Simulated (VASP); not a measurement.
# Re (P6_3/mmc) in VASP: elastic constants with PBE

Aim: the elastic constants of Re with PBE.

Program: VASP 6.6.1. These are calculated values, not measurements. Logs are shortened: lines on timing, memory, paths and dates and some standing lists are left out, and cuts for length are marked.

## Step 1: The cell of the first run

The structure is hexagonal, space group P6_3/mmc (No. 194). Conventional cell: a = 2.761 Å, b = 2.761 Å, c = 4.458 Å, α = 90.00°, β = 90.00°, γ = 120.00°. Within 3.6 Å of Re (site symmetry -6m2) lie 12 Re at 2.74 to 2.76 Å.

## Step 2: Elastic constants, PBE

File INCAR:

```
SYSTEM = Re
PREC = Accurate
ENCUT = 600
EDIFF = 1E-8
ISMEAR = -1
SIGMA = 0.05
LREAL = .FALSE.
LASPH = .TRUE.
NELM = 100
ALGO = Normal
ISIF = 3
LWAVE = .FALSE.
LCHARG = .FALSE.
GGA = PE
NBANDS = 14
IBRION = 6
NFREE = 2
POTIM = 0.015
NSW = 1
```

File KPOINTS:

```
regular mesh
0
G
  8 8 5
  0 0 0
```

File POSCAR:

```
Re
1.0
    2.7608000000      0.0000000000      0.0000000000
   -1.3804000000      2.3909229348      0.0000000000
    0.0000000000      0.0000000000      4.4582000000
Re
2
Direct
    0.6666666667      0.3333333333      0.7500000000
    0.3333333333      0.6666666667      0.2500000000
```

Potentials or basis: VASP PAW PBE potentials, release 64 (Re).

The run is started by

```bash
$ cat potpaw_PBE.64/Re/POTCAR > POTCAR
$ mpirun -np 1 vasp_std > vasp.out
```

OUTCAR:

```text
SYSTEM = Re
   PREC = Accurate
   ENCUT = 600
   EDIFF = 1E-8
   ISMEAR = -1
   LREAL = .FALSE.
   LASPH = .TRUE.
   NELM = 100
   ISIF = 3
   GGA = PE
   IBRION = 6
   NFREE = 2
   POTIM = 0.015
   NSW = 1

 ion  position               nearest neighbor table
   1  0.667  0.333  0.750-   2 2.74   2 2.74   2 2.74   2 2.74   2 2.74   2 2.74
   2  0.333  0.667  0.250-   1 2.74   1 2.74   1 2.74   1 2.74   1 2.74   1 2.74

  LATTYP: Found a hexagonal cell.
 ALAT       =     2.7608000000
 C/A-ratio  =     1.6148217908

  Lattice vectors:

 A1 = (   2.7608000000,   0.0000000000,   0.0000000000)
 A2 = (  -1.3804000000,   2.3909229348,   0.0000000000)
 A3 = (   0.0000000000,   0.0000000000,   4.4582000000)

Analysis of symmetry for initial positions (statically):
=====================================================================
 Subroutine PRICEL returns:
 Original cell was already a primitive cell.

 Routine SETGRP: Setting up the symmetry group for a
 hexagonal supercell.

 Subroutine GETGRP returns: Found 24 space group operations
 (whereof 12 operations were pure point group operations)
 out of a pool of 24 trial point group operations.

The static configuration has the point symmetry D_3d.
 The point group associated with its full space group is D_6h.

Analysis of symmetry for dynamics (positions and initial velocities):
=====================================================================
 Subroutine PRICEL returns:
 Original cell was already a primitive cell.

 Routine SETGRP: Setting up the symmetry group for a
 hexagonal supercell.

 Subroutine GETGRP returns: Found 24 space group operations
 (whereof 12 operations were pure point group operations)
 out of a pool of 24 trial point group operations.

The dynamic configuration has the point symmetry D_3d.
 The point group associated with its full space group is D_6h.

 Subroutine INISYM returns: Found 24 space group operations
 (whereof 12 operations are pure point group operations),
 and found     1 'primitive' translations

----------------------------------------------------------------------------------------

                                     Primitive cell

  volume of cell :      29.4280

  direct lattice vectors                    reciprocal lattice vectors
     2.760800000  0.000000000  0.000000000     0.362213851  0.209124264  0.000000000
    -1.380400000  2.390922935  0.000000000     0.000000000  0.418248529  0.000000000
     0.000000000  0.000000000  4.458200000     0.000000000  0.000000000  0.224305774

  length of vectors
     2.760800000  2.760800000  4.458200000     0.418248529  0.418248529  0.224305774

  position of ions in fractional coordinates (direct lattice)
     0.666666667  0.333333333  0.750000000
     0.333333333  0.666666667  0.250000000

  ion indices of the primitive-cell ions
   primitive index   ion index
                 1           1
                 2           2

----------------------------------------------------------------------------------------

 KPOINTS: regular mesh

Automatic generation of k-mesh.
 Grid dimensions read from file:
 generate k-points for:    8    8    5

 Generating k-lattice:

  Cartesian coordinates                     Fractional coordinates (reciprocal lattice)
[... 110 lines left out ...]

------------------------ aborting loop because EDIFF is reached ----------------------------------------

  FORCE on cell =-STRESS in cart. coord.  units (eV):
  Direction    XX          YY          ZZ          XY          YZ          ZX
  --------------------------------------------------------------------------------------
  -------------------------------------------------------------------------------------
  Total        1.0201592      1.0201592      1.0673830      0.0000000      0.0000000      0.0000000
  in kB       55.5416088     55.5416088     58.1126672      0.0000000      0.0000000      0.0000000
  external PRESSURE =      56.3986283 kB  Pullay stress =       0.0000000 kB
[... 89 lines left out ...]
  FREE ENERGIE OF THE ION-ELECTRON SYSTEM (eV)
  ---------------------------------------------------
  free  energy   TOTEN  =       -24.8264790424 eV

  energy  without entropy=      -24.8150813755  energy(sigma->0) =      -24.82078021

[... ionic steps 4 to 14 ...]

--------------------------------------- Ionic step       15  -------------------------------------------

 number of electron      14.0000000 magnetization

------------------------ aborting loop because EDIFF is reached ----------------------------------------
[... 67 lines left out ...]
--------------------------------------- Ionic step       17  -------------------------------------------

 number of electron      14.0000000 magnetization

 Free energy of the ion-electron system (eV)
  ---------------------------------------------------
  ext. energy  EPLUGINS =         0.00000000
  ---------------------------------------------------
  free energy    TOTEN  =       -24.85664971 eV

  energy without entropy =      -24.84543783  energy(sigma->0) =      -24.85104377

 E-fermi :   7.8644     XC(G=0): -13.7300

 val. band max:        7.8142145793   @ k =   0.1250   0.1250   0.0000
 cond. band min:       7.8829289381   @ k =   0.1250   0.0000   0.0000
 fundamental gap:      0.0687143588
 Fermi energy:         7.8643591806

 k-point     1 :       0.0000    0.0000    0.0000
  band No.  band energies     occupation
      1      -1.9811      2.00000
      2       1.2595      2.00000
      3       6.2999      2.00000
      4       6.2999      2.00000
      5       6.3115      2.00000
      6       7.1344      2.00000
      7       7.1344      2.00000
      8       8.0813      0.02578
      9       8.0813      0.02578
     10       8.5097      0.00000
     11      11.2555      0.00000
     12      11.2555      0.00000
     13      17.9029      0.00000
     14      22.0264      0.00000
[... 377 lines left out ...]
      1       1.5138      2.00000
      2       2.1508      2.00000
      3       3.7098      2.00000
      4       4.2776      2.00000
      5       7.1596      2.00000
      6       7.5382      1.99707
      7       7.9758      0.19432
      8       9.0175      0.00000
      9      11.1268      0.00000
     10      11.1307      0.00000
     11      11.5493      0.00000
     12      12.8468      0.00000
     13      19.5290      0.00000
     14      21.1594      0.00000

 [... further k-points ...]
[... 5 lines left out ...]
  --------------------------------------------------------------------------------------
  -------------------------------------------------------------------------------------
  Total        1.0234055      1.0234055      1.0840174      0.0000000      0.0000000      0.0000000
  in kB       55.7183488     55.7183488     59.0183109      0.0000000      0.0000000      0.0000000
  external PRESSURE =      56.8183362 kB  Pullay stress =       0.0000000 kB
[... 17 lines left out ...]
  FREE ENERGIE OF THE ION-ELECTRON SYSTEM (eV)
  ---------------------------------------------------
  free  energy   TOTEN  =       -24.8566497077 eV

  energy  without entropy=      -24.8454378342  energy(sigma->0) =      -24.85104377

 INTERNAL STRAIN TENSORS FROM STRAINED CELLS
 ============================================

 INTERNAL STRAIN TENSOR FOR ION    1 for displacements in x,y,z  (eV/Angst):
          X           Y           Z          XY          YZ          ZX
  --------------------------------------------------------------------------------
  x     0.00000     0.00000     0.00000     2.06233     0.00000     0.00000
  y     2.14054    -2.12396    -0.00000     0.00001    -0.00013     0.00031
  z     0.00000     0.00000     0.00000     0.00000    -0.07686    -0.00000

 INTERNAL STRAIN TENSORS FROM DISPLACED ATOMS
 ============================================

 INTERNAL STRAIN TENSOR FOR ION    1 for displacements in x,y,z  (eV/Angst):
          X           Y           Z          XY          YZ          ZX
  --------------------------------------------------------------------------------
  x     0.00000    -0.00000     0.00000     2.19876     0.00000     0.00000
  y     2.19876    -2.19876     0.00000     0.00000     0.00000     0.00000
  z    -0.00000    -0.00000     0.00000     0.00000     0.00000     0.00000

 INTERNAL STRAIN TENSOR FOR ION    2 for displacements in x,y,z  (eV/Angst):
          X           Y           Z          XY          YZ          ZX
  --------------------------------------------------------------------------------
  x     0.00000     0.00000     0.00000    -2.19876     0.00000     0.00000
  y    -2.19876     2.19876    -0.00000     0.00000     0.00000     0.00000
  z     0.00000     0.00000    -0.00000     0.00000     0.00000     0.00000

 Eigenvectors and eigenvalues of the dynamical matrix
 ----------------------------------------------------

   1 f  =    4.109471 THz    25.820570 2PiTHz  137.077209 cm-1    16.995400 meV
             X         Y         Z           dx          dy          dz
      1.380400  0.796974  3.343650     0.000000    0.000000    0.707107
     -0.000000  1.593949  1.114550     0.000000   -0.000000   -0.707107
[... 21 lines left out ...]
   6 f  =    0.000000 THz     0.000000 2PiTHz    0.000001 cm-1     0.000000 meV
             X         Y         Z           dx          dy          dz
      1.380400  0.796974  3.343650     0.597047   -0.372275   -0.070330
     -0.000000  1.593949  1.114550     0.597047   -0.372275   -0.070330

--------------------------------------------------------------------------------------------------------

 ELASTIC MODULI CONTR FROM IONIC RELAXATION (kBar)
 Direction    XX          YY          ZZ          XY          YZ          ZX
 --------------------------------------------------------------------------------
 XX         -56.6601     56.6601     -0.0000      0.0000      0.0000      0.0000
 YY          56.6601    -56.6601      0.0000     -0.0000      0.0000      0.0000
 ZZ          -0.0000      0.0000     -0.0000      0.0000      0.0000      0.0000
 XY           0.0000     -0.0000      0.0000    -56.6601      0.0000      0.0000
 YZ           0.0000      0.0000      0.0000      0.0000      0.0000      0.0000
 ZX           0.0000      0.0000      0.0000      0.0000      0.0000      0.0000
 --------------------------------------------------------------------------------

 TOTAL ELASTIC MODULI (kBar)
 Direction    XX          YY          ZZ          XY          YZ          ZX
 --------------------------------------------------------------------------------
 XX        6999.1417   2670.4163   2031.8989      0.0000      0.0000      0.0000
 YY        2670.4163   6999.1418   2031.8989     -0.0000      0.0000      0.0000
 ZZ        2031.8989   2031.8989   7930.7415      0.0000      0.0000      0.0000
 XY           0.0000     -0.0000      0.0000   2164.3627     -0.0000      0.0000
 YZ           0.0000     -0.0000      0.0000      0.0000   1818.7139      0.0000
 ZX           0.0000      0.0000      0.0000      0.0000      0.0000   1818.7137
 --------------------------------------------------------------------------------
```

Wall time 3.3 min (1 thread of Intel Xeon 6975P-C (Granite Rapids), shared host); peak memory 0.23 GiB.

Results:

| Property | Result |
| --- | --- |
| Voigt bulk modulus | 393 GPa |
| Highest phonon frequency at Γ | 137 cm⁻¹ |

Phonon frequencies in cm⁻¹ (negative: imaginary):
```tsv
q point	frequencies
(0.000, 0.000, 0.000)	0 0 0 116 116 137
```

Elastic tensor in Voigt notation (GPa, in the Cartesian axes of the cell as first typed):
```
700 267 203   0   0   0
267 700 203   0   0   0
203 203 793   0   0   0
  0   0   0 182   0   0
  0   0   0   0 182   0
  0   0   0   0   0 216
```

Clamped-ion elastic tensor (GPa):
```
706 261 203   0   0   0
261 706 203   0   0   0
203 203 793   0   0   0
  0   0   0 182   0   0
  0   0   0   0 182   0
  0   0   0   0   0 222
```

Caveat: the cell is under stress, which shifts elastic constants; spin-orbit coupling is left out, which moves the levels of the heavy elements.
